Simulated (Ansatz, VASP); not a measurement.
## One calculation of Ge, two programs

```
Ge
1.0
    17.20000    0.00000    0.00000
     0.00000   10.00000    0.00000
     0.00000    0.00000    4.02953
Ge
6
Direct
  0.32853 0.46393 0.00000
  0.53450 0.46904 0.50000
  0.73957 0.46414 0.00000
  0.26043 0.53586 0.50000
  0.46550 0.53096 0.00000
  0.67147 0.53607 0.50000
```

Alike in both runs: task single point; functional RPBE; k mesh 1 × 1 × 22; occupations gaussian, width 0.05 eV; no spin polarisation.

|  | VASP | Ansatz |
| --- | --- | --- |
| version | VASP 6.6.1 | Ansatz 0.2.0 |
| potentials or method | VASP PAW PBE potentials, release 64 (Ge_d) | scalar-relativistic, plane waves, PAW |
| plane-wave cutoff (eV) | 520 | 420 |
| valence electrons in the cell | 84 | 84 |

```tsv
	VASP	Ansatz	Ansatz less VASP
gap on the k mesh at the Fermi level (eV)	0.06	0.06	+0.001
rms of the force components (eV/Å)	0.068	0.069	+0.0015
```

VASP's potentials were made for PBE, not for RPBE. Atom by atom the forces differ by 0.004 eV/Å (rms over components).
